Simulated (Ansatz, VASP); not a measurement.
# One calculation of SiO2, two programs

```
Si O
1.0
     4.93290    0.00000    0.00000
     0.00000    4.93290    0.00000
     0.00000    0.00000    6.46450
Si O
4 8
Cartesian
  4.0297 4.0297 3.2323
  3.3697 1.5632 1.6161
  0.9032 0.9032 0.0000
  1.5632 3.3697 4.8484
  1.3282 1.7939 5.1715
  0.6725 3.7947 3.5554
  3.6047 3.1390 1.9393
  4.2604 1.1382 0.3231
  3.7947 0.6725 2.9091
  3.1390 3.6047 4.5252
  1.1382 4.2604 6.1414
  1.7939 1.3282 1.2930
```

Alike in both runs: functional PBE; k mesh 4 × 4 × 3; occupations fermi-dirac, width 0.02 eV; no spin polarisation.

Ansatz relaxed the structure, and its values are those at the end. VASP's run is a single point on that final structure, the one shown.

|  | VASP | Ansatz |
| --- | --- | --- |
| version | VASP 6.6.1 | Ansatz 0.2.0 |
| potentials or method | VASP PAW PBE potentials, release 64 (Si, O) | plane-wave PAW, scalar-relativistic |
| plane-wave cutoff (eV) | 520 | 420 |
| valence electrons in the cell | 64 | 64 |

```csv
,VASP,Ansatz,Ansatz less VASP
gap on the k mesh at the Fermi level (eV),5.66,5.65,-0.001
pressure (GPa),2.9,2.7,-0.18
rms of the force components (eV/Å),0.010,0.005,-0.0052
```

The functional is the same, so the differences come from potentials, cutoffs and numerics. Ansatz's warnings: stress scf threshold loose.
